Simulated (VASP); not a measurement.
# NiRu (P4/mmm) in VASP: single point with r2SCAN

Aim: the single point of NiRu with r2SCAN.

Program: VASP 6.6.1. These are calculated values, not measurements. Logs are shortened: lines on timing, memory, paths and dates and some standing lists are left out, and cuts for length are marked.

## 1. The cell of the first run

Symmetry: P4/mmm, No. 123, tetragonal system. The conventional cell has a = 2.597 Å, b = 2.597 Å, c = 3.677 Å, α = 90.00°, β = 90.00°, γ = 90.00°. Within 3.4 Å of Ni (site symmetry 4/mmm) lie 4 Ni at 2.60 Å and 8 Ru at 2.60 Å. Ru (site symmetry 4/mmm) has 4 Ru at 2.60 Å and 8 Ni at 2.60 Å within 3.4 Å.

## 2. Single point, r2SCAN

File POSCAR:

```
NiRu
1.0
    2.5967929164      0.0000000000      0.0000000000
    0.0000000000      2.5967929164      0.0000000000
    0.0000000000      0.0000000000      3.6765105226
Ni Ru
1 1
Direct
    0.0000000000      0.0000000000      0.0000000000
    0.5000000000      0.5000000000      0.5000000000
```

File INCAR.step1:

```
SYSTEM = NiRu
  PREC = Accurate
  ENCUT = 520
  ISMEAR = 0
  SIGMA = 0.1
  LREAL = .False.
  LASPH = .True.
  NELM = 100
  NBANDS = 19
  GGA = PE
  ALGO = Normal
  EDIFF = 1E-4
  LWAVE = .True.
  LCHARG = .False.
```

File INCAR.step2:

```
SYSTEM = NiRu
  PREC = Accurate
  ENCUT = 520
  EDIFF = 1E-7
  ISMEAR = 0
  SIGMA = 0.1
  LREAL = .False.
  LASPH = .True.
  NELM = 100
  ALGO = Normal
  ISIF = 2
  LWAVE = .False.
  LCHARG = .True.
  METAGGA = R2SCAN
  LMIXTAU = .True.
  LELF = .True.
  LVHAR = .True.
  NBANDS = 19
  ISTART = 1
```

File KPOINTS:

```
Automatic mesh
0
Gamma
  16 16 12
  0 0 0
```

Potentials or basis: VASP PAW PBE potentials, release 64 (Ni, Ru_pv).

The run is started by

```console
$ cat potpaw_PBE.64/Ni/POTCAR potpaw_PBE.64/Ru_pv/POTCAR > POTCAR
$ cp INCAR.step1 INCAR
$ mpirun -np 1 vasp_std > vasp.out
$ cp INCAR.step2 INCAR
$ mpirun -np 1 vasp_std > vasp.out
```

OUTCAR:

```text
SYSTEM = NiRu
   PREC = Accurate
   ENCUT = 520
   EDIFF = 1E-7
   ISMEAR = 0
   LREAL = .False.
   LASPH = .True.
   NELM = 100
   ISIF = 2
   METAGGA = R2SCAN
   ISTART = 1

 ion  position               nearest neighbor table
   1  0.000  0.000  0.000-   2 2.60   2 2.60   2 2.60   2 2.60   2 2.60   2 2.60   2 2.60   2 2.60

   2  0.500  0.500  0.500-   1 2.60   1 2.60   1 2.60   1 2.60   1 2.60   1 2.60   1 2.60   1 2.60

  LATTYP: Found a simple tetragonal cell.
 ALAT       =     2.5967929164
 C/A-ratio  =     1.4157888753

  Lattice vectors:

 A1 = (   2.5967929164,   0.0000000000,   0.0000000000)
 A2 = (   0.0000000000,   2.5967929164,   0.0000000000)
 A3 = (   0.0000000000,   0.0000000000,   3.6765105226)

Analysis of symmetry for initial positions (statically):
=====================================================================
 Subroutine PRICEL returns:
 Original cell was already a primitive cell.

 Routine SETGRP: Setting up the symmetry group for a
 simple tetragonal supercell.

 Subroutine GETGRP returns: Found 16 space group operations
 (whereof 16 operations were pure point group operations)
 out of a pool of 16 trial point group operations.

The static configuration has the point symmetry D_4h.

Analysis of symmetry for dynamics (positions and initial velocities):
=====================================================================
 Subroutine PRICEL returns:
 Original cell was already a primitive cell.

 Routine SETGRP: Setting up the symmetry group for a
 simple tetragonal supercell.

 Subroutine GETGRP returns: Found 16 space group operations
 (whereof 16 operations were pure point group operations)
 out of a pool of 16 trial point group operations.

The dynamic configuration has the point symmetry D_4h.

 Subroutine INISYM returns: Found 16 space group operations
 (whereof 16 operations are pure point group operations),
 and found     1 'primitive' translations

----------------------------------------------------------------------------------------

                                     Primitive cell

  volume of cell :      24.7919

  direct lattice vectors                    reciprocal lattice vectors
     2.596792916  0.000000000  0.000000000     0.385090391  0.000000000  0.000000000
     0.000000000  2.596792916  0.000000000     0.000000000  0.385090391  0.000000000
     0.000000000  0.000000000  3.676510523     0.000000000  0.000000000  0.271997046

  length of vectors
     2.596792916  2.596792916  3.676510523     0.385090391  0.385090391  0.271997046

  position of ions in fractional coordinates (direct lattice)
     0.000000000  0.000000000  0.000000000
     0.500000000  0.500000000  0.500000000

  ion indices of the primitive-cell ions
   primitive index   ion index
                 1           1
                 2           2

----------------------------------------------------------------------------------------

 KPOINTS: Automatic mesh

Automatic generation of k-mesh.
 Grid dimensions read from file:
 generate k-points for:   16   16   12

 Generating k-lattice:

  Cartesian coordinates                     Fractional coordinates (reciprocal lattice)
     0.024068149  0.000000000  0.000000000     0.062500000  0.000000000  0.000000000
     0.000000000  0.024068149  0.000000000     0.000000000  0.062500000  0.000000000
     0.000000000  0.000000000  0.022666420     0.000000000  0.000000000  0.083333333

  Length of vectors
     0.024068149  0.024068149  0.022666420

  Shift w.r.t. Gamma in fractional coordinates (k-lattice)
     0.000000000  0.000000000  0.000000000

 Subroutine IBZKPT returns following result:
 ===========================================

 Found    315 irreducible k-points:

 Following reciprocal coordinates:
            Coordinates               Weight
  0.000000  0.000000  0.000000      1.000000
  0.062500  0.000000  0.000000      4.000000
  0.125000  0.000000  0.000000      4.000000
  0.187500  0.000000  0.000000      4.000000
  0.250000  0.000000  0.000000      4.000000
  0.312500  0.000000  0.000000      4.000000
[... 16 lines left out ...]
  0.437500  0.125000  0.000000      8.000000
  0.500000  0.125000  0.000000      4.000000
 [... further k-points ...]
   k-points           NKPTS =    315   k-points in BZ     NKDIM =    315   number of bands    NBANDS=     19
   number of dos      NEDOS =    301   number of ions     NIONS =      2
   total plane-waves  NPLWV =  11200
   dimension x,y,z NGX =    20 NGY =   20 NGZ =   28
   dimension x,y,z NGXF=    40 NGYF=   40 NGZF=   56
   ions per type =               1   1
   NGX,Y,Z   is equivalent  to a cutoff of  12.80, 12.80, 12.66 a.u.
   NGXF,Y,Z  is equivalent  to a cutoff of  25.61, 25.61, 25.32 a.u.
 SYSTEM =  NiRu
   PREC   = accura    normal or accurate (medium, high low for compatibility)
   ISTART =      1    job   : 0-new  1-cont  2-samecut
   ICHARG =      0    charge: 1-file 2-atom 10-const
   ISPIN  =      1    spin polarized calculation?
   LNONCOLLINEAR =      F non collinear calculations
   LSORBIT =      F    spin-orbit coupling
   LASPH  =      T    aspherical Exc in radial PAW
   ENCUT  =  520.0 eV  38.22 Ry    6.18 a.u.   4.83  4.83  6.84*2*pi/ulx,y,z
   NELM   =    100;   NELMIN=  2; NELMDL=  0     # of ELM steps
   EDIFF  = 0.1E-06   stopping-criterion for ELM
   LREAL  =      F    real-space projection
   EDIFFG = 0.1E-05   stopping-criterion for IOM
   NSW    =      0    number of steps for IOM
   IBRION =     -1    ionic relax: 0-MD 1-quasi-New 2-CG
   NFREE  =      0    steps in history (QN), initial steepest desc. (CG)
   ISIF   =      2    stress and relaxation
   ISYM   =      2    0-nonsym 1-usesym 2-fastsym
   POTIM  = 0.5000    time-step for ionic-motion
   TEBEG  =    0.0;   TEEND  =   0.0 temperature during run
   PSTRESS=    0.0 pullay stress
   NELECT =      24.0000    total number of electrons
   NUPDOWN=      -1.0000    fix difference up-down
   EMIN   =  10.00;   EMAX   =-10.00  energy-range for DOS
   EFERMI =   0.00;   METHOD = LEGACY
   ISMEAR =     0;   SIGMA  =   0.10  broadening in eV -4-tet -1-fermi 0-gaus
   EFERMI_NEDOS =   21; number of points for ismear=-14 and -15
   IALGO  =     38    algorithm
   IMIX   =      4    mixing-type and parameters
     AMIX     =   0.40;   BMIX     =  1.00
     AMIX_MAG =   1.60;   BMIX_MAG =  1.00
  volume/ion in A,a.u.               =      12.40        83.65
  Fermi-wavevector in a.u.,A,eV,Ry     =   1.619478  3.060370 35.684129  2.622710
  Thomas-Fermi vector in A             =   2.713573
   LORBIT       =      0    0 simple, 1 ext, 2 COOP (PROOUT), +10 PAW based schemes
   METAGGA = R2SCAN    functional components
   LHFCALC =     F    Hartree Fock is set to
   AEXX    =    0.0000 exact exchange contribution
   IVDW    =     0    specifies the selected vdW correction
   LEPSILON=     F    determine dielectric tensor
   LRPA    =     F    only Hartree local field effects (RPA)
 non-spin polarized calculation
 Gauss-broadening in eV      SIGMA  =   0.10
  energy-cutoff  :      520.00
  volume of cell :       24.79
 maximum number of plane-waves:       686
 NGX is ok and might be reduce to    20
   NGX =  9   NGY =  9   NGZ = 13

 number of electron      24.0000002 magnetization

 Free energy of the ion-electron system (eV)
  ---------------------------------------------------
  ext. energy  EPLUGINS =         0.00000000
  ---------------------------------------------------
  free energy    TOTEN  =       -36.99256000 eV

  energy without entropy =      -36.98027979  energy(sigma->0) =      -36.98641989

 E-fermi :  10.9130     XC(G=0): -14.8363

 val. band max:       10.9093907554   @ k =   0.2500   0.0625   0.5000
 cond. band min:      10.9134616938   @ k =   0.0625   0.0000   0.4167
 fundamental gap:      0.0040709384
 Fermi energy:        10.9129619314

 k-point     1 :       0.0000    0.0000    0.0000
  band No.  band energies     occupation
      1     -33.3621      2.00000
      2     -32.9878      2.00000
      3     -32.9878      2.00000
      4       2.1796      2.00000
      5       5.1772      2.00000
      6       5.4661      2.00000
[... 11 lines left out ...]
     18      25.3197      0.00000
     19      25.3197      0.00000

 k-point     2 :       0.0625    0.0000    0.0000
  band No.  band energies     occupation
      1     -33.3587      2.00000
      2     -33.0204      2.00000
      3     -32.9851      2.00000
      4       2.2904      2.00000
      5       5.2511      2.00000
      6       5.5482      2.00000
[... 11 lines left out ...]
     18      24.6014      0.00000
     19      25.5272      0.00000

 k-point     3 :       0.1250    0.0000    0.0000
  band No.  band energies     occupation
      1     -33.3492      2.00000
      2     -33.1126      2.00000
      3     -32.9773      2.00000
      4       2.6127      2.00000
      5       5.4313      2.00000
      6       5.8175      2.00000
[... 11 lines left out ...]
     18      23.1211      0.00000
     19      26.1192      0.00000

 k-point     4 :       0.1875    0.0000    0.0000
  band No.  band energies     occupation
      1     -33.3348      2.00000
      2     -33.2489      2.00000
      3     -32.9657      2.00000
      4       3.1183      2.00000
      5       5.6696      2.00000
      6       6.2614      2.00000
[... 11 lines left out ...]
     18      22.9527      0.00000
     19      27.0252      0.00000

 k-point     5 :       0.2500    0.0000    0.0000
  band No.  band energies     occupation
      1     -33.4072      2.00000
      2     -33.3178      2.00000
      3     -32.9520      2.00000
      4       3.7667      2.00000
      5       5.9592      2.00000
      6       6.7745      2.00000
[... 11 lines left out ...]
     18      22.8440      0.00000
     19      28.1698      0.00000
[... 334 lines left out ...]
      2     -33.2877      2.00000
      3     -33.0588      2.00000
      4       4.8208      2.00000
      5       6.5987      2.00000
      6       7.2492      2.00000
[... 11 lines left out ...]
     18      22.9068      0.00000
     19      26.1637      0.00000

 k-point    22 :       0.3750    0.1250    0.0000
  band No.  band energies     occupation
      1     -33.6781      2.00000
      2     -33.2732      2.00000
      3     -33.0462      2.00000
      4       5.5239      2.00000
      5       6.9174      2.00000
      6       6.9700      2.00000
[... 11 lines left out ...]
     18      22.9030      0.00000
     19      26.9253      0.00000

 k-point    23 :       0.4375    0.1250    0.0000
  band No.  band energies     occupation
      1     -33.7635      2.00000
      2     -33.2635      2.00000
      3     -33.0378      2.00000
      4       6.1651      2.00000
      5       6.7430      2.00000
      6       7.0588      2.00000
[... 11 lines left out ...]
     18      23.1267      0.00000
     19      26.3728      0.00000

 k-point    24 :       0.5000    0.1250    0.0000
  band No.  band energies     occupation
      1     -33.7933      2.00000
      2     -33.2600      2.00000
      3     -33.0348      2.00000
      4       6.5870      2.00000
      5       6.6636      2.00000
      6       6.8308      2.00000
[... 11 lines left out ...]
     18      24.1539      0.00000
     19      25.3066      0.00000

 [... further k-points ...]

------------------------ aborting loop because EDIFF is reached ----------------------------------------

  FORCE on cell =-STRESS in cart. coord.  units (eV):
  Direction    XX          YY          ZZ          XY          YZ          ZX
  --------------------------------------------------------------------------------------
  -------------------------------------------------------------------------------------
  Total       -1.0254316     -1.0254316     -0.9936807      0.0000000      0.0000000      0.0000000
  in kB      -66.2684557    -66.2684557    -64.2165527      0.0000000      0.0000000      0.0000000
  external PRESSURE =     -65.5844880 kB  Pullay stress =       0.0000000 kB

 VOLUME and BASIS-vectors are now :
 -----------------------------------------------------------------------------
  energy-cutoff  :      520.00
  volume of cell :       24.79
      direct lattice vectors                 reciprocal lattice vectors
     2.596792916  0.000000000  0.000000000     0.385090391  0.000000000  0.000000000
     0.000000000  2.596792916  0.000000000     0.000000000  0.385090391  0.000000000
     0.000000000  0.000000000  3.676510523     0.000000000  0.000000000  0.271997046

 POSITION                                       TOTAL-FORCE (eV/Angst)
 -----------------------------------------------------------------------------------
      0.00000      0.00000      0.00000         0.000000      0.000000      0.000000
      1.29840      1.29840      1.83826         0.000000      0.000000      0.000000
 -----------------------------------------------------------------------------------
    total drift:                               -0.000000      0.000000      0.000000

  FREE ENERGIE OF THE ION-ELECTRON SYSTEM (eV)
  ---------------------------------------------------
  free  energy   TOTEN  =       -36.9925599950 eV

  energy  without entropy=      -36.9802797900  energy(sigma->0) =      -36.98641989
```

Run time: 17 min. Hardware: 1 thread of AMD EPYC, shared host; peak memory 0.23 GiB.

Results:

- Free energy: -36.9926 eV
- Pressure: -6.6 GPa
- Band gap on the k mesh: zero (bands 12 and 13 overlap by 1.83 eV)

Caveat: the cell stands under tension; an empty level that is flat over the whole mesh can mark a ghost state of the potentials, or a narrow d or f band; the PAW data sets were made with another functional, which shifts forces and pressure a little. Spin polarisation is off, so any magnetic state and its effect on volume and gap are missing.
